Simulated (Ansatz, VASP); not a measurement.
# TaN in VASP and in Ansatz

```
Ta N
1.0
     3.00425    0.00000    0.00000
    -1.50213    2.60176    0.00000
     0.00000    0.00000    4.94000
Ta N
2 2
Direct
  0.33333 0.66667 0.00000
  0.66667 0.33333 0.50000
  0.33333 0.66667 0.38500
  0.66667 0.33333 0.88500
```

Change from the starting cell: strain -0.015 along x and y, +0.000 along z, atoms carried along.

Alike in both runs: task single point; functional PBEsol; k mesh 18 × 18 × 10; occupations gaussian, width 0.15 eV; no spin polarisation.

|  | VASP | Ansatz |
| --- | --- | --- |
| version | VASP 6.6.1 | Ansatz 0.2.0 |
| potentials or method | VASP PAW PBE potentials, release 64 (Ta_pv, N), cutoff 520 eV | scalar-relativistic, plane waves, PAW |
| valence electrons in the cell | 32 | 36 |

|  | VASP | Ansatz | Ansatz less VASP |
| --- | --- | --- | --- |
| gap on the k mesh at the Fermi level (eV) | none | none | - |
| pressure (GPa) | 153.5 | 149.6 | -3.88 |
| traceless stress, the component that is largest in VASP (GPa) | -25.94 | -25.36 | +0.585 |
| rms of the force components (eV/Å) | 1.904 | 1.866 | -0.0383 |

VASP's potentials were made for PBE, not for PBEsol. Atom by atom the forces differ by 0.038 eV/Å (rms over components). A gap of «none» marks a metal or a gap that the smearing closes. Both programs put the cell under a high pressure, so it lies far from rest at this level. VASP's potentials hold 32 valence electrons a cell and Ansatz's 36, so a difference there can come from the potentials and not from the codes.

Spin-orbit coupling is off throughout. Noted on VASP's run: the cell as given lies far from equilibrium.
